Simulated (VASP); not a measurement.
Here is a VASP 6.6.1 calculation.

The input INCAR:

```
SYSTEM = W12O
ALGO = Normal
DIPOL = 0.5 0.5 0.309
EDIFF = 1E-7
ENCUT = 520
GGA = PE
IDIPOL = 3
ISIF = 2
ISMEAR = 0
LASPH = .True.
LCHARG = .False.
LDIPOL = .True.
LREAL = .False.
LWAVE = .False.
NBANDS = 99
NELM = 100
PREC = Accurate
SIGMA = 0.1
```

The input KPOINTS:

```
k-points
0
Gamma
  5 5 1
  0 0 0
```

POSCAR

```
W12O
1.0
    5.5140853207      0.0000000000      0.0000000000
   -1.8380284402      5.1987294965      0.0000000000
    0.0000000000      0.0000000000     21.3560050645
W O
12 1
Direct
    0.2500000000      0.2500000000      0.1873009483
    0.2500000000      0.7500000000      0.1873009483
    0.7500000000      0.2500000000      0.1873009483
    0.7500000000      0.7500000000      0.1873009483
    0.0000000000      0.0000000000      0.2892877541
    0.0000000000      0.5000000000      0.2892877541
    0.5000000000      0.0000000000      0.2892877541
    0.5000000000      0.5000000000      0.2892877541
    0.2500000000      0.2500000000      0.3912719181
    0.2500000000      0.7500000000      0.3912719181
    0.7500000000      0.2500000000      0.3912719181
    0.7500000000      0.7500000000      0.3912719181
    0.5000000000      0.5000000000      0.5471999575
```

Potentials or basis: VASP PAW PBE potentials, release 64 (W_sv, O).

Launch:

```bash
$ cat potpaw_PBE.64/W_sv/POTCAR potpaw_PBE.64/O/POTCAR > POTCAR
$ mpirun -np 1 vasp_std > vasp.out
```

Task: Estimate the band gap on the k mesh.

Result: Zero (bands 87 and 88 overlap by 1.06 eV).

Task: What does it give for the largest force?

Result: 1.547 eV/Å.

Forces in eV/Å, atoms in the order of the input:
```
W   -0.016 -0.022 -0.038
W   -0.028  0.020 -0.079
W    0.028 -0.020 -0.079
W    0.016  0.022 -0.038
W    0.000  0.000 -0.025
W    0.000  0.000  0.018
W    0.000  0.000  0.018
W    0.000  0.000 -0.010
W    0.080  0.113  0.546
W    0.018 -0.013  0.345
W   -0.018  0.013  0.345
W   -0.080 -0.113  0.546
O    0.000  0.000 -1.547
```

Caveat: spin-orbit coupling is left out, which moves the levels of the heavy elements.
